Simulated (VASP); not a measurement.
**Br: single point with PBE**

The system is Br.

```xyz
4
Lattice="3.4034 -2.2965 -0.0009 3.3950 2.2841 0.0123 0.0149 0.0258 8.8364" Properties=species:S:1:pos:R:3 pbc="T T T"
Br    3.2883    1.5777    1.0047
Br    3.4071   -0.6482    3.3866
Br    3.4513   -1.6057    7.8936
Br    3.4798    0.7030    5.4108
```

This cell differs from its parent crystal: atoms moved at random and the cell strained at random.

| Quantity | Value |
| --- | --- |
| Program | VASP 6.6.1 |
| Task | single point |
| Functional | PBE |
| Potentials or basis | VASP PAW PBE potentials, release 64 (Br) |
| Cutoff | 520 eV |
| k mesh | 8 × 8 × 4 |
| Occupations | gaussian, width 0.02 eV |
| Spin | no spin polarisation |

| Property | Result |
| --- | --- |
| Pressure | -0.8 GPa |
| Largest force | 0.606 eV/Å |
| Band gap on the k mesh | 1.36 eV (least direct gap 1.49 eV) |

Forces in eV/Å, atoms in the order of the input:
```
Br   0.113  0.199  0.074
Br   0.008  0.429  0.429
Br  -0.071 -0.220 -0.105
Br  -0.050 -0.407 -0.398
```

Stress tensor (GPa, compression positive):
```
 1.25 -0.06 -0.03
-0.06 -1.28 -0.77
-0.03 -0.77 -2.49
```

Levels at points of the mesh, in eV from the valence-band top:
```tsv
k point	band 10	band 11	band 12	band 13	band 14	band 15	band 16	band 17	band 18	band 19
(0.00, 0.00, 0.00)	-1.25	-1.04	-0.55	-0.14	-0.12	1.39	2.11	6.07	7.00	7.29
(0.50, 0.00, 0.00)	-1.63	-0.93	-0.89	-0.47	-0.36	1.93	2.20	7.25	7.35	9.11
(0.00, 0.50, 0.00)	-1.66	-0.94	-0.86	-0.34	-0.25	1.92	2.18	7.18	7.29	9.05
(0.50, 0.50, 0.00)	-2.00	-1.40	-1.20	-0.60	-0.11	1.37	1.84	7.24	7.87	7.97
(0.00, 0.00, 0.50)	-1.26	-1.02	-0.96	-0.14	-0.12	1.47	1.76	6.75	6.80	8.15
(0.50, 0.00, 0.50)	-1.65	-0.69	-0.65	-0.09	-0.04	1.61	1.90	7.61	7.77	8.44
(0.00, 0.50, 0.50)	-1.73	-0.58	-0.48	-0.05	0.00	1.58	1.87	7.46	7.57	8.63
(0.50, 0.50, 0.50)	-1.83	-1.10	-1.06	-0.71	-0.63	1.37	1.65	8.02	8.12	8.91
```

Run time: 4.5 min on 1 thread of Oxide Virtual Turin-like Processor, with other jobs on the host, peak memory 0.4 GiB.

Caveat: the cell differs from its parent crystal (atoms moved at random and the cell strained at random); this functional lacks dispersion, which holds the molecules together, so the pressure and a relaxed volume are unreliable. A k mesh can miss the band edges.
